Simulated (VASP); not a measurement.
# Ta (Im-3m) in VASP: a series of runs

Ta is run at these levels: PBEsol, PBE; tasks: relaxation of cell and atoms, single point.

All numbers are computed with VASP 6.6.1; they aren't measurements. Logs are shortened: lines on timing, memory, paths and dates and some standing lists are left out, and cuts for length are marked.

## (1) The cell of the first run

It takes space group Im-3m (No. 229, cubic). Conventional cell: a = 3.303 Å, b = 3.303 Å, c = 3.303 Å, α = 90.00°, β = 90.00°, γ = 90.00°. Ta (site symmetry m-3m) has 14 Ta at 2.86 to 3.30 Å within 3.8 Å.

## (2) Relaxation of cell and atoms, PBEsol, target pressure 30 GPa, at which the enthalpy is minimised

Input file INCAR:

```
SYSTEM = Ta
PREC     = Accurate       ! precision mode
ENCUT    = 600            ! plane-wave cutoff, eV
EDIFF    = 1E-7           ! SCF threshold, eV
ISMEAR   = -1             ! smearing method
SIGMA    = 0.05           ! smearing width, eV
LREAL    = .FALSE.        ! projectors in reciprocal space
LASPH    = .TRUE.         ! aspherical terms in the spheres
NELM     = 60             ! most SCF steps
ALGO     = Normal         ! electronic algorithm
ISIF     = 3              ! what is computed and relaxed
LWAVE    = .FALSE.        ! write WAVECAR
LCHARG   = .FALSE.        ! write CHGCAR
GGA      = PS             ! functional
IBRION   = 2              ! ionic algorithm
NSW      = 80             ! ionic steps
EDIFFG   = -0.01          ! ionic threshold
PSTRESS  = 300.0
```

Input file KPOINTS:

```
regular mesh
0
G
  11 11 11
  0 0 0
```

Input file POSCAR:

```
Ta
1.0
   -1.6512800000      1.6512800000      1.6512800000
    1.6512800000     -1.6512800000      1.6512800000
    1.6512800000      1.6512800000     -1.6512800000
Ta
1
Direct
    0.0000000000      0.0000000000      0.0000000000
```

Potentials or basis: VASP PAW PBE potentials, release 64 (Ta_pv).

The run is started by

```
$ cat potpaw_PBE.64/Ta_pv/POTCAR > POTCAR
$ mpirun -np 1 vasp_std > vasp.out
```

OUTCAR:

```text
SYSTEM = Ta
   PREC = Accurate
   ENCUT = 600
   EDIFF = 1E-7
   ISMEAR = -1
   LREAL = .FALSE.
   LASPH = .TRUE.
   NELM = 60
   ISIF = 3
   GGA = PS
   IBRION = 2
   NSW = 80
   EDIFFG = -0.01
   PSTRESS = 300.0

 ion  position               nearest neighbor table
   1  0.000  0.000  0.000-

  LATTYP: Found a body centered cubic cell.
 ALAT       =     3.3025600000

  Lattice vectors:

 A1 = (  -1.6512800000,   1.6512800000,   1.6512800000)
 A2 = (   1.6512800000,  -1.6512800000,   1.6512800000)
 A3 = (   1.6512800000,   1.6512800000,  -1.6512800000)

Analysis of symmetry for initial positions (statically):
=====================================================================
 Subroutine PRICEL returns:
 Original cell was already a primitive cell.

 Routine SETGRP: Setting up the symmetry group for a
 body centered cubic supercell.

 Subroutine GETGRP returns: Found 48 space group operations
 (whereof 48 operations were pure point group operations)
 out of a pool of 48 trial point group operations.

The static configuration has the point symmetry O_h .

Analysis of symmetry for dynamics (positions and initial velocities):
=====================================================================
 Subroutine PRICEL returns:
 Original cell was already a primitive cell.

 Routine SETGRP: Setting up the symmetry group for a
 body centered cubic supercell.

 Subroutine GETGRP returns: Found 48 space group operations
 (whereof 48 operations were pure point group operations)
 out of a pool of 48 trial point group operations.

The dynamic configuration has the point symmetry O_h .

 Subroutine INISYM returns: Found 48 space group operations
 (whereof 48 operations are pure point group operations),
 and found     1 'primitive' translations

----------------------------------------------------------------------------------------

                                     Primitive cell

  volume of cell :      18.0104

  direct lattice vectors                    reciprocal lattice vectors
    -1.651280000  1.651280000  1.651280000     0.000000000  0.302795407  0.302795407
     1.651280000 -1.651280000  1.651280000     0.302795407  0.000000000  0.302795407
     1.651280000  1.651280000 -1.651280000     0.302795407  0.302795407  0.000000000

  length of vectors
     2.860100858  2.860100858  2.860100858     0.428217371  0.428217371  0.428217371

  position of ions in fractional coordinates (direct lattice)
     0.000000000  0.000000000  0.000000000

  ion indices of the primitive-cell ions
   primitive index   ion index
                 1           1

----------------------------------------------------------------------------------------

 KPOINTS: regular mesh

Automatic generation of k-mesh.
 Grid dimensions read from file:
 generate k-points for:   11   11   11

 Generating k-lattice:

  Cartesian coordinates                     Fractional coordinates (reciprocal lattice)
     0.000000000  0.027526855  0.027526855     0.090909091  0.000000000  0.000000000
     0.027526855  0.000000000  0.027526855     0.000000000  0.090909091  0.000000000
     0.027526855  0.027526855  0.000000000     0.000000000  0.000000000  0.090909091

  Length of vectors
     0.038928852  0.038928852  0.038928852

  Shift w.r.t. Gamma in fractional coordinates (k-lattice)
     0.000000000  0.000000000  0.000000000

 Subroutine IBZKPT returns following result:
 ===========================================

 Found     56 irreducible k-points:

 Following reciprocal coordinates:
            Coordinates               Weight
  0.000000  0.000000  0.000000      1.000000
  0.090909  0.000000  0.000000     12.000000
  0.181818  0.000000  0.000000     12.000000
  0.272727  0.000000  0.000000     12.000000
  0.363636  0.000000  0.000000     12.000000
  0.454545  0.000000  0.000000     12.000000
[... 16 lines left out ...]
  0.272727  0.181818  0.090909     48.000000
  0.363636  0.181818  0.090909     24.000000
 [... further k-points ...]
   k-points           NKPTS =     56   k-points in BZ     NKDIM =     56   number of bands    NBANDS=      9
   number of dos      NEDOS =    301   number of ions     NIONS =      1
   total plane-waves  NPLWV =  13824
   dimension x,y,z NGX =    24 NGY =   24 NGZ =   24
   dimension x,y,z NGXF=    48 NGYF=   48 NGZF=   48
   ions per type =               1
   NGX,Y,Z   is equivalent  to a cutoff of  13.95, 13.95, 13.95 a.u.
   NGXF,Y,Z  is equivalent  to a cutoff of  27.90, 27.90, 27.90 a.u.
 SYSTEM =  Ta
   PREC   = accura    normal or accurate (medium, high low for compatibility)
   ISTART =      0    job   : 0-new  1-cont  2-samecut
   ICHARG =      2    charge: 1-file 2-atom 10-const
   ISPIN  =      1    spin polarized calculation?
   LNONCOLLINEAR =      F non collinear calculations
   LSORBIT =      F    spin-orbit coupling
   LASPH  =      T    aspherical Exc in radial PAW
   ENCUT  =  600.0 eV  44.10 Ry    6.64 a.u.   5.71  5.71  5.71*2*pi/ulx,y,z
[... 36 lines left out ...]
 maximum number of plane-waves:       615
   NGX = 11   NGY = 11   NGZ = 11

--------------------------------------- Ionic step        1  -------------------------------------------

 number of electron      11.0000002 magnetization

 Free energy of the ion-electron system (eV)
  ---------------------------------------------------
  ext. energy  EPLUGINS =         0.00000000
  ---------------------------------------------------
  free energy    TOTEN  =       -12.55672733 eV

  energy without entropy =      -12.54871379  energy(sigma->0) =      -12.55272056

------------------------ aborting loop because EDIFF is reached ----------------------------------------

  FORCE on cell =-STRESS in cart. coord.  units (eV):
  Direction    XX          YY          ZZ          XY          YZ          ZX
  --------------------------------------------------------------------------------------
  -------------------------------------------------------------------------------------
  Total       -0.4671894     -0.4671894     -0.4671894      0.0000000     -0.0000000      0.0000000
  in kB      -41.5605595    -41.5605595    -41.5605595      0.0000000     -0.0000000      0.0000000
  external PRESSURE =    -341.5605595 kB  Pullay stress =     300.0000000 kB

 VOLUME and BASIS-vectors are now :
 -----------------------------------------------------------------------------
  energy-cutoff  :      600.00
  volume of cell :       18.01
      direct lattice vectors                 reciprocal lattice vectors
    -1.651280000  1.651280000  1.651280000     0.000000000  0.302795407  0.302795407
     1.651280000 -1.651280000  1.651280000     0.302795407  0.000000000  0.302795407
     1.651280000  1.651280000 -1.651280000     0.302795407  0.302795407  0.000000000
[... 7 lines left out ...]
  FREE ENERGIE OF THE ION-ELECTRON SYSTEM (eV)
  ---------------------------------------------------
  free  energy   TOTEN  =       -12.5567273265 eV

  energy  without entropy=      -12.5487137937  energy(sigma->0) =      -12.55272056

  enthalpy is  TOTEN    =        -9.1843758936 eV   P V=        3.3723514329

--------------------------------------- Ionic step        2  -------------------------------------------

 number of electron      11.0000000 magnetization

 E-fermi :  12.2871     XC(G=0): -16.2147

 val. band max:       12.2082849537   @ k =  -0.0909   0.0909   0.0909
 cond. band min:      12.3315259128   @ k =  -0.2727   0.3636   0.1818
 fundamental gap:      0.1232409592
 Fermi energy:        12.2870933197

 k-point     1 :       0.0000    0.0000    0.0000
  band No.  band energies     occupation
      1     -18.8959      2.00000
      2     -18.8959      2.00000
      3     -18.8959      2.00000
      4       2.5683      2.00000
      5      11.5383      2.00000
      6      11.5383      2.00000
      7      11.5383      2.00000
      8      17.4401      0.00000
      9      17.4401      0.00000

 k-point     2 :       0.0909    0.0000    0.0000
  band No.  band energies     occupation
      1     -19.5991      2.00000
      2     -19.0824      2.00000
      3     -18.9106      2.00000
      4       3.4371      2.00000
      5      10.9939      2.00000
      6      11.4160      2.00000
      7      12.3653      0.34612
      8      16.5407      0.00000
      9      17.3987      0.00000
[... 366 lines left out ...]
  FREE ENERGIE OF THE ION-ELECTRON SYSTEM (eV)
  ---------------------------------------------------
  free  energy   TOTEN  =       -12.4233575691 eV

  energy  without entropy=      -12.4158880067  energy(sigma->0) =      -12.41962279

  enthalpy is  TOTEN    =        -9.4449952739 eV   P V=        2.9783622952

--------------------------------------- Ionic step        5  -------------------------------------------

 number of electron      11.0000001 magnetization

 Free energy of the ion-electron system (eV)
  ---------------------------------------------------
  ext. energy  EPLUGINS =         0.00000000
  ---------------------------------------------------
  free energy    TOTEN  =       -12.40365137 eV

  energy without entropy =      -12.39598795  energy(sigma->0) =      -12.39981966

 E-fermi :   6.4080     XC(G=0): -13.4168

 val. band max:        6.3494102038   @ k =  -0.3636   0.3636   0.0909
 cond. band min:       6.4343453756   @ k =  -0.1818   0.2727   0.0909
 fundamental gap:      0.0849351718
 Fermi energy:         6.4080032898

 k-point     1 :       0.0000    0.0000    0.0000
  band No.  band energies     occupation
      1     -26.0721      2.00000
      2     -26.0721      2.00000
      3     -26.0721      2.00000
      4      -1.9792      2.00000
      5       7.1189      0.00000
      6       7.1189      0.00000
      7       7.1189      0.00000
      8      10.8795      0.00000
      9      10.8795      0.00000

 k-point     2 :       0.0909    0.0000    0.0000
  band No.  band energies     occupation
      1     -26.2317      2.00000
      2     -26.1193      2.00000
      3     -26.0736      2.00000
      4      -1.5459      2.00000
      5       6.8362      0.00038
      6       7.0242      0.00001
      7       7.5492      0.00000
      8      10.4464      0.00000
      9      10.8781      0.00000
[... 286 lines left out ...]
 POSITION                                       TOTAL-FORCE (eV/Angst)
 -----------------------------------------------------------------------------------
      0.00000      0.00000     -0.00000        -0.000000     -0.000000     -0.000000
 -----------------------------------------------------------------------------------
    total drift:                                0.000000     -0.000000      0.000000

  FREE ENERGIE OF THE ION-ELECTRON SYSTEM (eV)
  ---------------------------------------------------
  free  energy   TOTEN  =       -12.4036513740 eV

  energy  without entropy=      -12.3959879473  energy(sigma->0) =      -12.39981966

  enthalpy is  TOTEN    =        -9.4457599778 eV   P V=        2.9578913962

 reached required accuracy - stopping structural energy minimisation
```

Run time: 29 s. Hardware: 1 thread of AMD EPYC 7R13 (Zen 3), shared host; peak memory 0.13 GiB.

Results:

```
Free energy                                            : -12.4037 eV
Relaxed volume                                         : 15.80 Å³/atom
Relaxed cell                                           : a = 2.738 Å, b = 2.738 Å, c = 2.738 Å, α = 109.47°, β = 109.47°, γ = 109.47°
Space group after relaxing (to 0.05 Å)                 : Im-3m (No. 229)
Energy change on relaxing (the enthalpy is what falls) : +153.1 meV/atom
Ionic steps                                            : 5
Pressure after relaxing                                : 30.0 GPa
```

The path:
| step | energy change (eV) | largest force (eV/Å) | pressure (GPa) | volume (Å³) |
| --- | --- | --- | --- | --- |
| 1 | 0.0000 | 0.0000 | -4.16 | 18.01 |
| 2 | 5.8277 | 0.0000 | 386.05 | 9.74 |
| 3 | 0.0981 | 0.0000 | 23.43 | 16.13 |
| 4 | 0.1334 | 0.0000 | 27.77 | 15.91 |
| 5 | 0.1531 | 0.0000 | 30.01 | 15.80 |

Final structure:
```cif
data_structure
_symmetry_space_group_name_H-M 'P 1'
_symmetry_Int_Tables_number 1
_cell_length_a 2.7378
_cell_length_b 2.7378
_cell_length_c 2.7378
_cell_angle_alpha 109.471
_cell_angle_beta 109.471
_cell_angle_gamma 109.471
_cell_volume 15.80
loop_
_atom_site_label
_atom_site_type_symbol
_atom_site_fract_x
_atom_site_fract_y
_atom_site_fract_z
_atom_site_occupancy
Ta1 Ta 0.00000 0.00000 0.00000 1
```

Caveat: the cell is relaxed towards a set pressure, so the enthalpy falls and the energy may rise; the PAW data sets were made with another functional, which shifts forces and pressure a little; spin-orbit coupling is left out, which moves the levels of the heavy elements.

## (3) Single point, PBE

Input file INCAR:

```
ALGO     = Fast           # electronic algorithm
EDIFF    = 1E-6           # SCF threshold, eV
ENCUT    = 520            # plane-wave cutoff, eV
GGA      = PE             # functional
ISIF     = 2              # what is computed and relaxed
ISMEAR   = 0              # smearing method
LASPH    = T              # aspherical terms in the spheres
LCHARG   = F              # write CHGCAR
LREAL    = F              # projectors in reciprocal space
LWAVE    = F              # write WAVECAR
NBANDS   = 12             # bands
NELM     = 100            # most SCF steps
PREC     = Accurate       # precision mode
SIGMA    = 0.011          # smearing width, eV
```

Input file KPOINTS:

```
k-points
0
Gamma
  11 11 11
```

POSCAR is that of step 2.

Potentials or basis: VASP PAW PBE potentials, release 64 (Ta_pv).

The run is started by

```
$ cat potpaw_PBE.64/Ta_pv/POTCAR > POTCAR
$ mpirun -np 1 vasp_std > vasp.out
```

It took 5.2 s on 1 thread of Intel Xeon 6975P-C (Granite Rapids), shared host; peak memory 0.14 GiB.

The run converged. Its results:

* Free energy: -11.8153 eV
* Pressure: 2.2 GPa

Levels at points of the mesh, in eV from the Fermi level:
```
           k point  band 2  band 3  band 4  band 5  band 6  band 7  band 8  band 9
(0.00, 0.00, 0.00)  -33.01  -33.01   -7.87    0.79    0.79    0.79    4.06    4.06
```

Caveat: spin-orbit coupling is left out, which moves the levels of the heavy elements.

## (4) Single point, PBE, non-collinear spin, zero start, spin-orbit coupling

Input file INCAR:

```
SYSTEM = Ta
ALGO = Normal
EDIFF = 1E-6
ENCUT = 520
GGA = PE
GGA_COMPAT = .FALSE.
ISIF = 2
ISMEAR = -1
LASPH = .TRUE.
LCHARG = .FALSE.
LMAXMIX = 4
LNONCOLLINEAR = .TRUE.
LORBIT = 11
LORBMOM = .TRUE.
LREAL = .FALSE.
LSORBIT = .TRUE.
LWAVE = .FALSE.
MAGMOM = 0 0 0
NBANDS = 22
NELM = 150
PREC = Accurate
SIGMA = 0.05
```

Input file KPOINTS:

```
k-points
0
G
  8 8 8
  0 0 0
```

POSCAR is that of step 3.

The run is started by

```
$ cat potpaw_PBE.64/Ta_pv/POTCAR > POTCAR
$ mpirun -np 1 vasp_ncl > vasp.out
```

Run time: 16 s. Hardware: 1 thread of Intel Xeon 6975P-C (Granite Rapids), shared host; peak memory 0.2 GiB.

Results (log left out):

* Free energy: -12.5545 eV
* Pressure: 1.2 GPa
* Net moment: 0.00 μB per cell
* Valence electrons inside the program's atomic spheres: Ta 8.95

Moments on the atoms (μB; x, y, z):
```
Ta  0.00 0.00 0.00
```

## (5) Single point, PBEsol (volume scaled by 0.96)

Input file INCAR:

```
PREC     = Accurate       # precision mode
ENCUT    = 520            # plane-wave cutoff, eV
EDIFF    = 1E-6           # SCF threshold, eV
ISMEAR   = -1             # smearing method
SIGMA    = 0.05           # smearing width, eV
LREAL    = False          # projectors in reciprocal space
LASPH    = True           # aspherical terms in the spheres
NELM     = 60             # most SCF steps
ALGO     = Normal         # electronic algorithm
ISIF     = 2              # what is computed and relaxed
LWAVE    = False          # write WAVECAR
LCHARG   = False          # write CHGCAR
GGA      = PS             # functional
NBANDS   = 12             # bands
```

Input file KPOINTS:

```
Automatic mesh
0
Gamma
  11 11 11
```

Input file POSCAR:

```
Ta
1.0
   -1.6289626696      1.6289626696      1.6289626696
    1.6289626696     -1.6289626696      1.6289626696
    1.6289626696      1.6289626696     -1.6289626696
Ta
1
Direct
    0.0000000000      0.0000000000      0.0000000000
```

The run is started by

```
$ cat potpaw_PBE.64/Ta_pv/POTCAR > POTCAR
$ mpirun -np 1 vasp_std > vasp.out
```

Run time: 20 s. Hardware: 1 thread of AMD EPYC 7R13, shared host; peak memory 0.11 GiB.

Results (log left out):

- Free energy: -12.5562 eV
- Pressure: 4.6 GPa

Levels at points of the mesh, in eV from the Fermi level:
| k point | band 1 | band 2 | band 3 | band 4 | band 5 | band 6 | band 7 | band 8 | band 9 | band 10 |
| --- | --- | --- | --- | --- | --- | --- | --- | --- | --- | --- |
| (0.00, 0.00, 0.00) | -32.86 | -32.86 | -32.86 | -8.08 | 0.72 | 0.72 | 0.72 | 4.14 | 4.14 | 14.80 |

Caveat: the cell differs from its parent crystal (volume scaled by 0.96); the PAW data sets were made with another functional, which shifts forces and pressure a little; spin-orbit coupling is left out, which moves the levels of the heavy elements.

## (6) Single point, PBEsol (volume scaled by 1.02)

Input file INCAR:

```
SYSTEM = Ta
PREC = Accurate
ENCUT = 520
EDIFF = 1E-7
ISMEAR = -1
SIGMA = 0.05
LREAL = .FALSE.
LASPH = .TRUE.
NELM = 100
ALGO = Normal
ISIF = 2
LWAVE = .FALSE.
LCHARG = .FALSE.
GGA = PS
NBANDS = 12
```

Input file KPOINTS:

```
Automatic mesh
0
G
  11 11 11
  0 0 0
```

Input file POSCAR:

```
Ta
1.0
   -1.6622159478      1.6622159478      1.6622159478
    1.6622159478     -1.6622159478      1.6622159478
    1.6622159478      1.6622159478     -1.6622159478
Ta
1
Direct
    0.0000000000      0.0000000000      0.0000000000
```

Potentials or basis: VASP PAW PBE potentials, release 64 (Ta_pv).

The run is started by

```
$ cat potpaw_PBE.64/Ta_pv/POTCAR > POTCAR
$ mpirun -np 1 vasp_std > vasp.out
```

Run time: 15 s. Hardware: 1 thread of AMD EPYC 7R13, shared host; peak memory 0.12 GiB.

The run converged. Its results:

| Quantity | Value |
| --- | --- |
| Free energy | -12.5430 eV |
| Pressure | -7.9 GPa |

Levels at points of the mesh, in eV from the Fermi level:
```
           k point  band 2  band 3  band 4  band 5  band 6  band 7  band 8  band 9
(0.00, 0.00, 0.00)  -33.09  -33.09   -7.84    0.73    0.73    0.73    3.93    3.93
```

Caveat: the cell differs from its parent crystal (volume scaled by 1.02); the PAW data sets were made with another functional, which shifts forces and pressure a little; spin-orbit coupling is left out, which moves the levels of the heavy elements.

## (7) Overview

```tsv
task	level	spin	cell	k mesh	cutoff (eV)	smearing	gap on the mesh (eV)	pressure (GPa)
relaxation of cell and atoms	PBEsol	off	relaxed to 30 GPa from a = 2.860 Å, angles 109.5°, 1 atom	11 × 11 × 11	600	fermi-dirac 0.05 eV	none	30.0
single point	PBE	off	a = 2.860 Å, angles 109.5°, 1 atom	11 × 11 × 11	520	gaussian 0.011 eV	none	2.2
single point	PBE	non-collinear, zero start, SOC	a = 2.860 Å, angles 109.5°, 1 atom	8 × 8 × 8	520	fermi-dirac 0.05 eV	-	1.2
single point	PBEsol	off	a = 2.821 Å, angles 109.5°, 1 atom	11 × 11 × 11	520	fermi-dirac 0.05 eV	none	4.6
single point	PBEsol	off	a = 2.879 Å, angles 109.5°, 1 atom	11 × 11 × 11	520	fermi-dirac 0.05 eV	none	-7.9
```

Alike in all rows: potentials or basis VASP PAW PBE potentials, release 64 (Ta_pv).

Caveats: spin-orbit coupling is left out, which moves the levels of the heavy elements (some runs); the PAW data sets were made with another functional, which shifts forces and pressure a little (some runs); the cell is relaxed towards a set pressure, so the enthalpy falls and the energy may rise (some runs).

Total energies depend on the potentials used, so only differences within one code and one set of settings carry meaning.
